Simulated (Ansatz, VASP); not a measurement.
**One calculation of Ba, two programs**

```
CELL_PARAMETERS angstrom
3.94657 0.00000 0.00000
0.00000 3.94657 0.00000
0.00000 0.00000 3.94657
ATOMIC_POSITIONS crystal
Ba 0.00000 0.00000 0.00000
```

Alike in both runs: functional PBE; k mesh 14 × 14 × 14; occupations gaussian, width 0.1 eV; no spin polarisation.

Ansatz relaxed the structure, and its values are those at the end. VASP's run is a single point on that final structure, the one shown.

```csv
,VASP,Ansatz
version,VASP 6.6.1,Ansatz 0.2.0
potentials or method,"VASP PAW PBE potentials, release 64 (Ba_sv), cutoff 520 eV","scalar-relativistic, plane waves, PAW"
valence electrons in the cell,10,10
```

|  | VASP | Ansatz | Ansatz less VASP |
| --- | --- | --- | --- |
| gap on the k mesh at the Fermi level (eV) | none | none | - |
| pressure (GPa) | 0.1 | 0.0 | -0.12 |

A gap of «none» marks a metal or a gap that the smearing closes.

Spin-orbit coupling is off throughout.
